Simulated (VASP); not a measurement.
## KCl: single point with r2SCAN

KCl:

```
K Cl
1.0
     3.77081    0.00000    0.00000
     0.00000    3.77081    0.00000
     0.00000    0.00000    3.77081
K Cl
1 1
Direct
  0.00000 0.00000 0.00000
  0.50000 0.50000 0.50000
```

```yaml
Program: VASP 6.6.1
Task: single point
Functional: r2SCAN
Potentials_or_basis: VASP PAW PBE potentials, release 64 (K_sv, Cl)
Cutoff: 520 eV
k_mesh: 6 × 6 × 6
Occupations: fermi-dirac, width 0.001 eV
Spin: no spin polarisation
Dipole_correction: no
Further_INCAR_settings: ALGO = Normal; EDIFF = 1e-07; NBANDS = 15
```

- Pressure: 0.0 GPa
- Band gap on the k mesh: 5.81 eV, indirect (least direct gap 6.02 eV)

Levels at points of the mesh, in eV from the valence-band top:
| k point | band 6 | band 7 | band 8 | band 9 | band 10 | band 11 |
| --- | --- | --- | --- | --- | --- | --- |
| (0.00, 0.00, 0.00) | -0.22 | -0.22 | -0.22 | 5.81 | 7.09 | 7.09 |
| (0.50, 0.00, 0.00) | -1.90 | -0.23 | -0.23 | 8.56 | 8.74 | 9.32 |
| (0.50, 0.50, 0.00) | -1.30 | -1.30 | 0.00 | 6.86 | 8.08 | 9.73 |
| (0.50, 0.50, 0.50) | -1.45 | -1.45 | -1.45 | 9.67 | 9.67 | 9.67 |

It took 46 s on 1 thread of Intel(R) Xeon(R) Platinum 8259CL CPU @ 2.50GHz (Skylake/Cascade Lake) (shared host), peak memory 0.17 GiB.

Caveat: the PAW data sets were made with another functional, which shifts forces and pressure a little. r2SCAN opens gaps a little over a GGA but as a rule still falls short of measured ones.
